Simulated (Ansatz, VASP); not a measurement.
# One calculation of ZnSe, two programs

```
Zn Se
1.0
     0.00000    2.82750    2.82750
     2.82750    0.00000    2.82750
     2.82750    2.82750    0.00000
Zn Se
1 1
Direct
  0.00000 0.00000 0.00000
  0.25000 0.25000 0.25000
```

Alike in both runs: functional PBE; dispersion D3(BJ); k mesh 8 × 8 × 8; occupations gaussian, width 0.02 eV; no spin polarisation.

Ansatz relaxed the structure, and its values are those at the end. VASP's run is a single point on that final structure, the one shown.

|  | VASP | Ansatz |
| --- | --- | --- |
| version | VASP 6.6.1 | Ansatz 0.2.0 |
| potentials or method | VASP PAW PBE potentials, release 64 (Zn, Se), cutoff 500 eV | scalar-relativistic, plane waves, PAW |
| valence electrons in the cell | 18 | 28 |

|  | VASP | Ansatz | Ansatz less VASP |
| --- | --- | --- | --- |
| gap on the k mesh at the Fermi level (eV) | 1.32 | 1.31 | -0.006 |
| least direct gap on the mesh (eV) | 1.32 | 1.31 | -0.006 |
| pressure (GPa) | 0.2 | 0.0 | -0.24 |

VASP's potentials hold 18 valence electrons a cell and Ansatz's 28, so a difference there can come from the potentials and not from the codes.
